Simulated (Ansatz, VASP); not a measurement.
# PtS2: VASP beside Ansatz

```
S Pt
1.0
     3.54153    0.00000    0.00000
    -1.77076    3.06705    0.00000
     0.00000    0.00000   22.46706
S Pt
4 2
Direct
  0.66667 0.33333 0.20029
  0.33333 0.66667 0.31083
  0.50000 0.00000 0.48175
  0.16667 0.33333 0.59229
  0.00000 0.00000 0.25556
  0.83333 0.66667 0.53702
```

Alike in both runs: task single point; functional PBE; dispersion D3(BJ); k mesh 9 × 9 × 1; occupations gaussian, width 0.05 eV; no spin polarisation.

|  | VASP | Ansatz |
| --- | --- | --- |
| version | VASP 6.6.1 | Ansatz 0.2.0 |
| potentials or method | VASP PAW PBE potentials, release 64 (S, Pt), cutoff 520 eV | scalar-relativistic, plane waves, PAW |
| valence electrons in the cell | 44 | 60 |

```csv
,VASP,Ansatz,Ansatz less VASP
gap on the k mesh at the Fermi level (eV),1.59,1.58,-0.005
least direct gap on the mesh (eV),1.68,1.67,-0.006
rms of the force components (eV/Å),0.022,0.024,+0.0015
```

VASP's potentials hold 44 valence electrons a cell and Ansatz's 60, so a difference there can come from the potentials and not from the codes.

Spin-orbit coupling is off throughout.
